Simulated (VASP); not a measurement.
The system is BaZrO3.

```xyz
5
Lattice="4.1913 0.0000 0.0000 0.0000 4.1913 0.0000 0.0000 0.0000 4.1913" Properties=species:S:1:pos:R:3 pbc="T T T"
Ba    0.0000    0.0000    0.0000
Zr    2.0957    2.0957    2.0957
O     0.0000    2.0957    2.0957
O     2.0957    0.0000    2.0957
O     2.0957    2.0957    0.0000
```

| Quantity | Value |
| --- | --- |
| Program | VASP 6.6.1 |
| Task | relaxation of cell and atoms |
| Functional | PBE |
| Potentials or basis | VASP PAW PBE potentials, release 64 (Ba_sv, Zr_sv, O) |
| Cutoff | 600 eV |
| k mesh | 5 × 5 × 5 |
| Occupations | gaussian, width 0.01 eV |
| Spin | no spin polarisation |

At the start: pressure 4.9 GPa; volume 14.73 Å³/atom.

Question: Where does the relaxation end?

Answer: Over 3 steps the energy falls by 6.9 meV/atom and the volume is 15.19 Å³/atom (+3.2 %); space group Pm-3m (No. 221, to 0.1 Å) before and after.

Step by step:
| step | energy change (eV) | largest force (eV/Å) | pressure (GPa) | volume (Å³) |
| --- | --- | --- | --- | --- |
| 1 | 0.0000 | 0.0000 | 4.95 | 73.63 |
| 2 | 0.0053 | 0.0000 | -4.71 | 78.58 |
| 3 | -0.0347 | 0.0000 | -0.02 | 75.96 |

Final structure:
```
Ba Zr O
1.0
     4.23509    0.00000    0.00000
     0.00000    4.23509    0.00000
     0.00000    0.00000    4.23509
Ba Zr O
1 1 3
Cartesian
  0.0000 0.0000 0.0000
  2.1175 2.1175 2.1175
  0.0000 2.1175 2.1175
  2.1175 0.0000 2.1175
  2.1175 2.1175 0.0000
```
